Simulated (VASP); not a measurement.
# TaN (Fm-3m) in VASP: notebook

The runs below take TaN through single point, with PBE.

Program: VASP 6.6.1. These are calculated values, not measurements. Logs are shortened: lines on timing, memory, paths and dates and some standing lists are left out, and cuts for length are marked.

## Step 1: The cell of the first run

The structure is cubic, space group Fm-3m (No. 225). The conventional cell has a = 4.239 Å, b = 4.239 Å, c = 4.239 Å, α = 90.00°, β = 90.00°, γ = 90.00°. Ta (site symmetry m-3m) has 6 N at 2.12 Å within 2.8 Å. Within 2.8 Å of N (site symmetry m-3m) lie 6 Ta at 2.12 Å.

## Step 2: Single point, PBE

INCAR reads:

```
SYSTEM = TaN
PREC = Accurate
ENCUT = 520
EDIFF = 1E-7
ISMEAR = 0
SIGMA = 0.15
LREAL = .FALSE.
LASPH = .TRUE.
NELM = 60
ALGO = Normal
ISIF = 2
LWAVE = .FALSE.
LCHARG = .FALSE.
GGA = PE
NBANDS = 15
```

KPOINTS reads:

```
Automatic mesh
0
G
  11 11 11
  0 0 0
```

POSCAR reads:

```
TaN
1.0
    0.0000000000      2.1192710523      2.1192710523
    2.1192710523      0.0000000000      2.1192710523
    2.1192710523      2.1192710523      0.0000000000
Ta N
1 1
Direct
    0.5000000000      0.5000000000      0.5000000000
    0.0000000000      0.0000000000      0.0000000000
```

Potentials or basis: VASP PAW PBE potentials, release 64 (Ta_pv, N).

Launch:

```console
cat potpaw_PBE.64/Ta_pv/POTCAR potpaw_PBE.64/N/POTCAR > POTCAR
mpirun -np 1 vasp_std > vasp.out
```

OUTCAR:

```text
SYSTEM = TaN
   PREC = Accurate
   ENCUT = 520
   EDIFF = 1E-7
   ISMEAR = 0
   LREAL = .FALSE.
   LASPH = .TRUE.
   NELM = 60
   ISIF = 2
   GGA = PE

 ion  position               nearest neighbor table
   1  0.500  0.500  0.500-   2 2.12   2 2.12   2 2.12   2 2.12   2 2.12   2 2.12
   2  0.000  0.000  0.000-   1 2.12   1 2.12   1 2.12   1 2.12   1 2.12   1 2.12

  LATTYP: Found a face centered cubic cell.
 ALAT       =     4.2385421046

  Lattice vectors:

 A1 = (   0.0000000000,   2.1192710523,   2.1192710523)
 A2 = (   2.1192710523,   0.0000000000,   2.1192710523)
 A3 = (   2.1192710523,   2.1192710523,   0.0000000000)

Analysis of symmetry for initial positions (statically):
=====================================================================
 Subroutine PRICEL returns:
 Original cell was already a primitive cell.

 Routine SETGRP: Setting up the symmetry group for a
 face centered cubic supercell.

 Subroutine GETGRP returns: Found 48 space group operations
 (whereof 48 operations were pure point group operations)
 out of a pool of 48 trial point group operations.

The static configuration has the point symmetry O_h .

Analysis of symmetry for dynamics (positions and initial velocities):
=====================================================================
 Subroutine PRICEL returns:
 Original cell was already a primitive cell.

 Routine SETGRP: Setting up the symmetry group for a
 face centered cubic supercell.

 Subroutine GETGRP returns: Found 48 space group operations
 (whereof 48 operations were pure point group operations)
 out of a pool of 48 trial point group operations.

The dynamic configuration has the point symmetry O_h .

 Subroutine INISYM returns: Found 48 space group operations
 (whereof 48 operations are pure point group operations),
 and found     1 'primitive' translations

----------------------------------------------------------------------------------------

                                     Primitive cell

  volume of cell :      19.0366

  direct lattice vectors                    reciprocal lattice vectors
     0.000000000  2.119271052  2.119271052    -0.235930180  0.235930180  0.235930180
     2.119271052  0.000000000  2.119271052     0.235930180 -0.235930180  0.235930180
     2.119271052  2.119271052  0.000000000     0.235930180  0.235930180 -0.235930180

  length of vectors
     2.997101865  2.997101865  2.997101865     0.408643058  0.408643058  0.408643058

  position of ions in fractional coordinates (direct lattice)
     0.500000000  0.500000000  0.500000000
     0.000000000  0.000000000  0.000000000

  ion indices of the primitive-cell ions
   primitive index   ion index
                 1           1
                 2           2

----------------------------------------------------------------------------------------

 KPOINTS: Automatic mesh

Automatic generation of k-mesh.
 Grid dimensions read from file:
 generate k-points for:   11   11   11

 Generating k-lattice:

  Cartesian coordinates                     Fractional coordinates (reciprocal lattice)
    -0.021448198  0.021448198  0.021448198     0.090909091  0.000000000  0.000000000
     0.021448198 -0.021448198  0.021448198     0.000000000  0.090909091  0.000000000
     0.021448198  0.021448198 -0.021448198     0.000000000  0.000000000  0.090909091

  Length of vectors
     0.037149369  0.037149369  0.037149369

  Shift w.r.t. Gamma in fractional coordinates (k-lattice)
     0.000000000  0.000000000  0.000000000

 Subroutine IBZKPT returns following result:
 ===========================================

 Found     56 irreducible k-points:

 Following reciprocal coordinates:
            Coordinates               Weight
  0.000000  0.000000  0.000000      1.000000
  0.090909  0.000000  0.000000      8.000000
  0.181818  0.000000  0.000000      8.000000
  0.272727  0.000000  0.000000      8.000000
  0.363636  0.000000  0.000000      8.000000
  0.454545  0.000000  0.000000      8.000000
[... 16 lines left out ...]
 -0.272727  0.181818  0.000000     24.000000
 -0.181818  0.181818  0.000000     12.000000
 [... further k-points ...]
   k-points           NKPTS =     56   k-points in BZ     NKDIM =     56   number of bands    NBANDS=     15
   number of dos      NEDOS =    301   number of ions     NIONS =      2
   total plane-waves  NPLWV =  13824
   dimension x,y,z NGX =    24 NGY =   24 NGZ =   24
   dimension x,y,z NGXF=    48 NGYF=   48 NGZF=   48
   ions per type =               1   1
   NGX,Y,Z   is equivalent  to a cutoff of  13.31, 13.31, 13.31 a.u.
   NGXF,Y,Z  is equivalent  to a cutoff of  26.63, 26.63, 26.63 a.u.
 SYSTEM =  TaN
   PREC   = accura    normal or accurate (medium, high low for compatibility)
   ISTART =      0    job   : 0-new  1-cont  2-samecut
   ICHARG =      2    charge: 1-file 2-atom 10-const
   ISPIN  =      1    spin polarized calculation?
   LNONCOLLINEAR =      F non collinear calculations
   LSORBIT =      F    spin-orbit coupling
   LASPH  =      T    aspherical Exc in radial PAW
   ENCUT  =  520.0 eV  38.22 Ry    6.18 a.u.   5.57  5.57  5.57*2*pi/ulx,y,z
   NELM   =     60;   NELMIN=  2; NELMDL= -5     # of ELM steps
   EDIFF  = 0.1E-06   stopping-criterion for ELM
   LREAL  =      F    real-space projection
   EDIFFG = 0.1E-05   stopping-criterion for IOM
   NSW    =      0    number of steps for IOM
   IBRION =     -1    ionic relax: 0-MD 1-quasi-New 2-CG
   NFREE  =      0    steps in history (QN), initial steepest desc. (CG)
   ISIF   =      2    stress and relaxation
   ISYM   =      2    0-nonsym 1-usesym 2-fastsym
   POTIM  = 0.5000    time-step for ionic-motion
   TEBEG  =    0.0;   TEEND  =   0.0 temperature during run
   PSTRESS=    0.0 pullay stress
   NELECT =      16.0000    total number of electrons
   NUPDOWN=      -1.0000    fix difference up-down
   EMIN   =  10.00;   EMAX   =-10.00  energy-range for DOS
   EFERMI =   0.00;   METHOD = LEGACY
   ISMEAR =     0;   SIGMA  =   0.15  broadening in eV -4-tet -1-fermi 0-gaus
   EFERMI_NEDOS =   21; number of points for ismear=-14 and -15
   IALGO  =     38    algorithm
   IMIX   =      4    mixing-type and parameters
     AMIX     =   0.40;   BMIX     =  1.00
     AMIX_MAG =   1.60;   BMIX_MAG =  1.00
  volume/ion in A,a.u.               =       9.52        64.23
  Fermi-wavevector in a.u.,A,eV,Ry     =   1.544964  2.919558 32.475927  2.386913
  Thomas-Fermi vector in A             =   2.650410
   LORBIT       =      0    0 simple, 1 ext, 2 COOP (PROOUT), +10 PAW based schemes
   GGA     = PE    functional components
   LHFCALC =     F    Hartree Fock is set to
   AEXX    =    0.0000 exact exchange contribution
   IVDW    =     0    specifies the selected vdW correction
   LEPSILON=     F    determine dielectric tensor
   LRPA    =     F    only Hartree local field effects (RPA)
 non-spin polarized calculation
 Gauss-broadening in eV      SIGMA  =   0.15
  energy-cutoff  :      520.00
  volume of cell :       19.04
 maximum number of plane-waves:       532
   NGX = 11   NGY = 11   NGZ = 11

 number of electron      16.0000000 magnetization

 Free energy of the ion-electron system (eV)
  ---------------------------------------------------
  ext. energy  EPLUGINS =         0.00000000
  ---------------------------------------------------
  free energy    TOTEN  =       -21.42855756 eV

  energy without entropy =      -21.42163172  energy(sigma->0) =      -21.42509464

 E-fermi :  10.8877     XC(G=0): -14.0617

 val. band max:       10.7884145075   @ k =  -0.3636   0.2727   0.0909
 cond. band min:      10.9340341881   @ k =   0.0000   0.0000   0.0000
 fundamental gap:      0.1456196806
 Fermi energy:        10.8876805604

 k-point     1 :       0.0000    0.0000    0.0000
  band No.  band energies     occupation
      1     -24.7120      2.00000
      2     -24.7120      2.00000
      3     -24.7120      2.00000
      4      -8.9437      2.00000
      5       6.6985      2.00000
      6       6.6985      2.00000
      7       6.6985      2.00000
      8       8.4086      2.00000
      9       8.4086      2.00000
     10       8.4086      2.00000
     11      10.9340      0.66209
     12      10.9340      0.66209
     13      13.3832      0.00000
     14      20.2874      0.00000
     15      23.4692      0.00000

 k-point     2 :       0.0909    0.0000    0.0000
  band No.  band energies     occupation
      1     -24.8256      2.00000
      2     -24.7213      2.00000
      3     -24.7213      2.00000
      4      -8.6939      2.00000
      5       5.6683      2.00000
      6       5.9507      2.00000
      7       5.9507      2.00000
      8       8.7612      2.00000
      9       8.7612      2.00000
     10       8.8747      2.00000
     11      11.8397      0.00000
     12      11.8397      0.00000
     13      13.9522      0.00000
     14      20.9968      0.00000
     15      23.4690      0.00000

 k-point     3 :       0.1818    0.0000    0.0000
  band No.  band energies     occupation
      1     -25.1188      2.00000
      2     -24.7463      2.00000
      3     -24.7463      2.00000
      4      -8.0088      2.00000
      5       3.9010      2.00000
      6       4.7094      2.00000
      7       4.7094      2.00000
      8       9.4598      2.00000
      9       9.5568      2.00000
     10       9.5568      2.00000
     11      13.7580      0.00000
     12      13.7580      0.00000
     13      15.2365      0.00000
     14      22.7907      0.00000
     15      23.4684      0.00000
[... 343 lines left out ...]
 k-point    23 :      -0.2727    0.1818    0.0000
  band No.  band energies     occupation
      1     -25.6397      2.00000
      2     -25.0816      2.00000
      3     -24.8029      2.00000
      4      -6.2774      2.00000
      5       0.9655      2.00000
      6       2.8493      2.00000
      7       3.7111      2.00000
      8      10.9919      0.32563
      9      11.0550      0.11465
     10      13.2201      0.00000
     11      14.5508      0.00000
     12      18.1713      0.00000
     13      19.2106      0.00000
     14      23.4283      0.00000
     15      24.0517      0.00000

 k-point    24 :      -0.1818    0.1818    0.0000
  band No.  band energies     occupation
      1     -25.4389      2.00000
      2     -24.9837      2.00000
      3     -24.7579      2.00000
      4      -6.9204      2.00000
      5       1.8420      2.00000
      6       3.2458      2.00000
      7       4.2248      2.00000
      8      10.0216      2.00000
      9      10.4613      1.99994
     10      12.5086      0.00000
     11      13.2567      0.00000
     12      17.3803      0.00000
     13      17.6935      0.00000
     14      23.4612      0.00000
     15      25.1393      0.00000

 [... further k-points ...]

------------------------ aborting loop because EDIFF is reached ----------------------------------------

  FORCE on cell =-STRESS in cart. coord.  units (eV):
  Direction    XX          YY          ZZ          XY          YZ          ZX
  --------------------------------------------------------------------------------------
  -------------------------------------------------------------------------------------
  Total        6.5611454      6.5611454      6.5611454     -0.0000000     -0.0000000     -0.0000000
  in kB      552.2055052    552.2055052    552.2055052     -0.0000000     -0.0000000     -0.0000000
  external PRESSURE =     552.2055052 kB  Pullay stress =       0.0000000 kB

 VOLUME and BASIS-vectors are now :
 -----------------------------------------------------------------------------
  energy-cutoff  :      520.00
  volume of cell :       19.04
      direct lattice vectors                 reciprocal lattice vectors
     0.000000000  2.119271052  2.119271052    -0.235930180  0.235930180  0.235930180
     2.119271052  0.000000000  2.119271052     0.235930180 -0.235930180  0.235930180
     2.119271052  2.119271052  0.000000000     0.235930180  0.235930180 -0.235930180

 POSITION                                       TOTAL-FORCE (eV/Angst)
 -----------------------------------------------------------------------------------
      2.11927      2.11927      2.11927         0.000000      0.000000      0.000000
      0.00000      0.00000      0.00000        -0.000000     -0.000000     -0.000000
 -----------------------------------------------------------------------------------
    total drift:                                0.000000     -0.000000     -0.000000

  FREE ENERGIE OF THE ION-ELECTRON SYSTEM (eV)
  ---------------------------------------------------
  free  energy   TOTEN  =       -21.4285575636 eV

  energy  without entropy=      -21.4216317229  energy(sigma->0) =      -21.42509464
```

Run time: 6.8 s. Hardware: 1 thread of Intel Xeon 6975P-C, shared host; peak memory 0.15 GiB.

What came out:

- Free energy: -21.4286 eV
- Pressure: 55.2 GPa
- Band gap on the k mesh: zero (band 8 reaches 12.82 eV, above the bottom of band 9 at 8.41 eV)

Levels at points of the mesh, in eV from the Fermi level:
| k point | band 5 | band 6 | band 7 | band 8 | band 9 | band 10 | band 11 | band 12 |
| --- | --- | --- | --- | --- | --- | --- | --- | --- |
| (0.00, 0.00, 0.00) | -4.19 | -4.19 | -4.19 | -2.48 | -2.48 | -2.48 | 0.05 | 0.05 |

Caveat: spin-orbit coupling is left out, which moves the levels of the heavy elements.

(Part 1 of 2 ends here.)
